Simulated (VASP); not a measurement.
# LiF (Pm-3m) in VASP: further runs, part 2 of 2

VASP 6.6.1.

### Step 3. Single point, r2SCAN (8.20 Å³/atom)

This run uses another cell than the first one, of 8.20 Å³/atom.

File POSCAR:

```
LiF
1.0
    2.5411735149      0.0000000000      0.0000000000
    0.0000000000      2.5411735149      0.0000000000
    0.0000000000      0.0000000000      2.5411735149
Li F
1 1
Direct
    0.0000000000      0.0000000000      0.0000000000
    0.5000000000      0.5000000000      0.5000000000
```

File INCAR.step1:

```
SYSTEM = LiF
PREC = Accurate
ENCUT = 1490
ISMEAR = 0
SIGMA = 0.01
LREAL = .FALSE.
LASPH = .TRUE.
NELM = 120
NBANDS = 12
GGA = PE
ALGO = Normal
EDIFF = 1E-5
LWAVE = .TRUE.
LCHARG = .FALSE.
GGA_COMPAT = .FALSE.
```

File INCAR.step2:

```
SYSTEM = LiF
PREC = Accurate
ENCUT = 1490
EDIFF = 1E-6
ISMEAR = 0
SIGMA = 0.01
LREAL = .FALSE.
LASPH = .TRUE.
NELM = 120
ALGO = Normal
ISIF = 2
LWAVE = .FALSE.
LCHARG = .TRUE.
METAGGA = R2SCAN
LMIXTAU = .TRUE.
LELF = .TRUE.
LVHAR = .TRUE.
NBANDS = 12
ISTART = 1
GGA_COMPAT = .FALSE.
```

File KPOINTS:

```
regular mesh
0
G
  8 8 8
  0 0 0
```

Potentials or basis: VASP PAW PBE potentials, release 64 (Li_sv, F_h).

Launch:

```
$ cat potpaw_PBE.64/Li_sv/POTCAR potpaw_PBE.64/F_h/POTCAR > POTCAR
$ cp INCAR.step1 INCAR
$ mpirun -np 1 vasp_std > vasp.out
$ cp INCAR.step2 INCAR
$ mpirun -np 1 vasp_std > vasp.out
```

It took 44 s on 1 thread of AMD EPYC 9R45 (Zen 5), shared host; peak memory 0.16 GiB.

Results (log left out):

```
Free energy            : -11.2809 eV
Pressure               : -3.3 GPa
Band gap on the k mesh : 8.82 eV (least direct gap 9.53 eV)
```

Levels at points of the mesh, in eV from the valence-band top:
```
           k point  band 3  band 4  band 5  band 6  band 7  band 8
(0.00, 0.00, 0.00)   -0.70   -0.70   -0.70    8.82   20.08   20.08
(0.50, 0.00, 0.00)   -3.76   -0.30   -0.30   10.27   15.59   22.15
(0.50, 0.50, 0.00)   -3.36   -3.36    0.00   14.75   15.05   15.05
(0.50, 0.50, 0.50)   -2.36   -2.36   -2.36   12.26   12.26   12.26
```

Caveat: the cell stands under tension; the structure was generated, so it needn't be the stable form of LiF; the PAW data sets were made with another functional, which shifts forces and pressure a little. A k mesh can miss the band edges.

### Step 4. Single point, r2SCAN (8.44 Å³/atom)

This run uses another cell than the first one, of 8.44 Å³/atom.

File POSCAR:

```
LiF
1.0
    2.5656093746      0.0000000000      0.0000000000
    0.0000000000      2.5656093746      0.0000000000
    0.0000000000      0.0000000000      2.5656093746
Li F
1 1
Direct
    0.0000000000      0.0000000000      0.0000000000
    0.5000000000      0.5000000000      0.5000000000
```

File INCAR.step1:

```
ALGO     = Normal         # electronic algorithm
EDIFF    = 1E-5           # SCF threshold, eV
ENCUT    = 1490           # plane-wave cutoff, eV
GGA      = PE             # functional
GGA_COMPAT= False        
ISMEAR   = 0              # smearing method
LASPH    = True           # aspherical terms in the spheres
LCHARG   = False          # write CHGCAR
LREAL    = False          # projectors in reciprocal space
LWAVE    = True           # write WAVECAR
NBANDS   = 12             # bands
NELM     = 120            # most SCF steps
PREC     = Accurate       # precision mode
SIGMA    = 0.01           # smearing width, eV
```

File INCAR.step2:

```
ALGO     = Normal         # electronic algorithm
EDIFF    = 1E-6           # SCF threshold, eV
ENCUT    = 1490           # plane-wave cutoff, eV
GGA_COMPAT= False        
ISIF     = 2              # what is computed and relaxed
ISMEAR   = 0              # smearing method
ISTART   = 1            
LASPH    = True           # aspherical terms in the spheres
LCHARG   = True           # write CHGCAR
LELF     = True           # ELF
LMIXTAU  = True         
LREAL    = False          # projectors in reciprocal space
LVHAR    = True         
LWAVE    = False          # write WAVECAR
METAGGA  = R2SCAN         # meta-GGA
NBANDS   = 12             # bands
NELM     = 120            # most SCF steps
PREC     = Accurate       # precision mode
SIGMA    = 0.01           # smearing width, eV
```

File KPOINTS:

```
k-points
0
Gamma
  8 8 8
```

Potentials or basis: VASP PAW PBE potentials, release 64 (Li_sv, F_h).

Launch:

```
$ cat potpaw_PBE.64/Li_sv/POTCAR potpaw_PBE.64/F_h/POTCAR > POTCAR
$ cp INCAR.step1 INCAR
$ mpirun -np 1 vasp_std > vasp.out
$ cp INCAR.step2 INCAR
$ mpirun -np 1 vasp_std > vasp.out
```

OUTCAR:

```text
EDIFF = 1E-6
   ENCUT = 1490
   ISIF = 2
   ISMEAR = 0
   ISTART = 1
   LASPH = True
   LREAL = False
   METAGGA = R2SCAN
   NELM = 120
   PREC = Accurate

 ion  position               nearest neighbor table
   1  0.000  0.000  0.000-
   2  0.500  0.500  0.500-

  LATTYP: Found a simple cubic cell.
 ALAT       =     2.5656093746

  Lattice vectors:

[... 542 lines left out ...]
     11      28.3885      0.00000
     12      30.1900      0.00000

 [... further k-points ...]

------------------------ aborting loop because EDIFF is reached ----------------------------------------

  FORCE on cell =-STRESS in cart. coord.  units (eV):
  Direction    XX          YY          ZZ          XY          YZ          ZX
  --------------------------------------------------------------------------------------
  -------------------------------------------------------------------------------------
  Total       -0.5480155     -0.5480155     -0.5480155      0.0000000     -0.0000000      0.0000000
  in kB      -51.9914398    -51.9914398    -51.9914398      0.0000000     -0.0000000      0.0000000
  external PRESSURE =     -51.9914398 kB  Pullay stress =       0.0000000 kB

 VOLUME and BASIS-vectors are now :
 -----------------------------------------------------------------------------
  energy-cutoff  :     1490.00
  volume of cell :       16.89
      direct lattice vectors                 reciprocal lattice vectors
     2.565609375  0.000000000  0.000000000     0.389770949  0.000000000  0.000000000
     0.000000000  2.565609375  0.000000000     0.000000000  0.389770949  0.000000000
     0.000000000  0.000000000  2.565609375     0.000000000  0.000000000  0.389770949

 POSITION                                       TOTAL-FORCE (eV/Angst)
 -----------------------------------------------------------------------------------
      0.00000      0.00000      0.00000         0.000000      0.000000      0.000000
      1.28280      1.28280      1.28280         0.000000      0.000000      0.000000
 -----------------------------------------------------------------------------------
    total drift:                                0.000000      0.000000     -0.000000

  FREE ENERGIE OF THE ION-ELECTRON SYSTEM (eV)
  ---------------------------------------------------
  free  energy   TOTEN  =       -11.2686443021 eV

  energy  without entropy=      -11.2686443021  energy(sigma->0) =      -11.26864430
```

OUTCAR.step1:

```text
EDIFF = 1E-5
   ENCUT = 1490
   GGA = PE
   ISMEAR = 0
   LASPH = True
[... 582 lines left out ...]
 -----------------------------------------------------------------------------------
      0.00000      0.00000      0.00000         0.000000      0.000000      0.000000
      1.28280      1.28280      1.28280         0.000000      0.000000      0.000000
 -----------------------------------------------------------------------------------
    total drift:                                0.000000      0.000000     -0.000000

  FREE ENERGIE OF THE ION-ELECTRON SYSTEM (eV)
  ---------------------------------------------------
  free  energy   TOTEN  =        -9.0532659976 eV

  energy  without entropy=       -9.0532659976  energy(sigma->0) =       -9.05326600
```

Run time: 89 s. Hardware: 1 thread of Intel Xeon Platinum 8259CL at 2.50GHz (Skylake/Cascade Lake), shared host; peak memory 0.19 GiB.

Results:

| Item | Value |
| --- | --- |
| Free energy | -11.2686 eV |
| Pressure | -5.2 GPa |
| Band gap on the k mesh | 8.56 eV (least direct gap 9.23 eV) |

Caveat: the cell stands under tension; the structure was generated, so it needn't be the stable form of LiF; the PAW data sets were made with another functional, which shifts forces and pressure a little. A k mesh can miss the band edges.

### Step 5. Summary

| cell | k mesh | gap on the mesh (eV) | pressure (GPa) |
| --- | --- | --- | --- |
| a = 2.516 Å, 2 atoms | 10 × 10 × 10 | 9.11 | -1.0 |
| a = 2.541 Å, 2 atoms | 8 × 8 × 8 | 8.82 | -3.3 |
| a = 2.566 Å, 2 atoms | 8 × 8 × 8 | 8.56 | -5.2 |

Alike in all rows: task single point; level r2SCAN; potentials or basis VASP PAW PBE potentials, release 64 (Li_sv, F_h); no spin polarisation; cutoff (eV) 1490; smearing gaussian 0.01 eV.

Caveats: the structure was generated, so it needn't be the stable form of LiF; the PAW data sets were made with another functional, which shifts forces and pressure a little; the cell stands under tension (at least some runs).

Total energies depend on the potentials used, so only differences within one code and one set of settings carry meaning.
